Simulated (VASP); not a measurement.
Here is a VASP 6.6.1 calculation.

The input INCAR:

```
  ALGO = Normal
  EDIFF = 1E-6
  ENCUT = 520
  GGA = PS
  ISIF = 2
  ISMEAR = -1
  ISPIN = 2
  LASPH = T
  LCHARG = F
  LMAXMIX = 4
  LORBIT = 11
  LREAL = F
  LWAVE = F
  MAGMOM = 0 3 3 3
  NBANDS = 32
  NELM = 150
  PREC = Accurate
  SIGMA = 0.05
```

KPOINTS

```
k-points
0
Gamma
  11 11 11
```

Contents of POSCAR:

```
Cr3As
1.0
   -1.7240715148      1.7240715148      4.0631951459
    1.7240715148     -1.7240715148      4.0631951459
    1.7240715148      1.7240715148     -4.0631951459
As Cr
1 3
Direct
    0.0000000000      0.0000000000      0.0000000000
    0.5000000000      0.5000000000      0.0000000000
    0.2500000000      0.7500000000      0.5000000000
    0.7500000000      0.2500000000      0.5000000000
```

Potentials or basis: VASP PAW PBE potentials, release 64 (As, Cr_pv).

The run is started by

```console
$ cat potpaw_PBE.64/As/POTCAR potpaw_PBE.64/Cr_pv/POTCAR > POTCAR
$ mpirun -np 1 vasp_std > vasp.out
```

Task: Estimate the pressure.

Result: -4.5 GPa.

Task: Predict the site moments.

Result: As -0.02; Cr +1.03, -0.12 (each value once) μB.

Task: Predict the net moment.

Result: 0.79 μB per cell.

Stress tensor (GPa, compression positive):
```
-4.13  0.00  0.00
 0.00 -4.13  0.00
 0.00  0.00 -5.18
```

Caveat: the cell stands under tension; the PAW data sets were made with another functional, which shifts forces and pressure a little.
